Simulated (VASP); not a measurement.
A run of VASP 6.6.1 is set up as follows.

The input POSCAR:

```
EuS
1.0
    0.0000000000      2.9785000000      2.9785000000
    2.9785000000      0.0000000000      2.9785000000
    2.9785000000      2.9785000000      0.0000000000
Eu S
1 1
Direct
    0.0000000000      0.0000000000      0.0000000000
    0.5000000000      0.5000000000      0.5000000000
```

The input INCAR.step1:

```
ALGO     = Normal         # electronic algorithm
EDIFF    = 1E-5           # SCF threshold, eV
ENCUT    = 520            # plane-wave cutoff, eV
GGA      = PE             # functional
GGA_COMPAT= False        
ISIF     = 2              # what is computed and relaxed
ISMEAR   = -1             # smearing method
ISPIN    = 2              # spin polarisation
LASPH    = True           # aspherical terms in the spheres
LCHARG   = False          # write CHGCAR
LMAXMIX  = 6              # l up to which the mixer works
LORBIT   = 11             # projections on sites
LREAL    = False          # projectors in reciprocal space
LWAVE    = True           # write WAVECAR
MAGMOM   = 7 0            # initial moments
NBANDS   = 22             # bands
NELM     = 200            # most SCF steps
PREC     = Accurate       # precision mode
SIGMA    = 0.05           # smearing width, eV
```

The input INCAR.step2:

```
AEXX     = 0.25           # exact-exchange fraction
ALGO     = Normal         # electronic algorithm
EDIFF    = 1E-6           # SCF threshold, eV
ENCUT    = 520            # plane-wave cutoff, eV
GGA      = PS             # functional
GGA_COMPAT= False        
HFSCREEN = 0.207          # screening, 1/A
ISIF     = 2              # what is computed and relaxed
ISMEAR   = -1             # smearing method
ISPIN    = 2              # spin polarisation
ISTART   = 1            
LASPH    = True           # aspherical terms in the spheres
LCHARG   = False          # write CHGCAR
LHFCALC  = True           # exact exchange
LMAXMIX  = 6              # l up to which the mixer works
LORBIT   = 11             # projections on sites
LREAL    = False          # projectors in reciprocal space
LWAVE    = False          # write WAVECAR
MAGMOM   = 7 0            # initial moments
NBANDS   = 22             # bands
NELM     = 200            # most SCF steps
PREC     = Accurate       # precision mode
PRECFOCK = Normal       
SIGMA    = 0.05           # smearing width, eV
```

KPOINTS

```
k-points
0
Gamma
  4 4 4
```

Potentials or basis: VASP PAW PBE potentials, release 64 (Eu, S).

Launch:

```console
$ cat potpaw_PBE.64/Eu/POTCAR potpaw_PBE.64/S/POTCAR > POTCAR
$ cp INCAR.step1 INCAR
$ mpirun -np 1 vasp_std > vasp.out
$ cp INCAR.step2 INCAR
$ mpirun -np 1 vasp_std > vasp.out
```

(1) Estimate the net moment.

(2) Estimate the band gap on the k mesh.

(3) What does it give for the pressure?

## Answers

(1) 7.00 μB per cell.

(2) 0.39 eV (least direct gap 0.63 eV).

(3) -2.0 GPa.

Caveat: the k points lie up to 0.46 Å⁻¹ apart; the PAW data sets were made with another functional, which shifts forces and pressure a little; spin-orbit coupling is left out, which moves the levels of the heavy elements; a cell with one magnetic atom can't hold antiferromagnetic order, which such compounds often take.
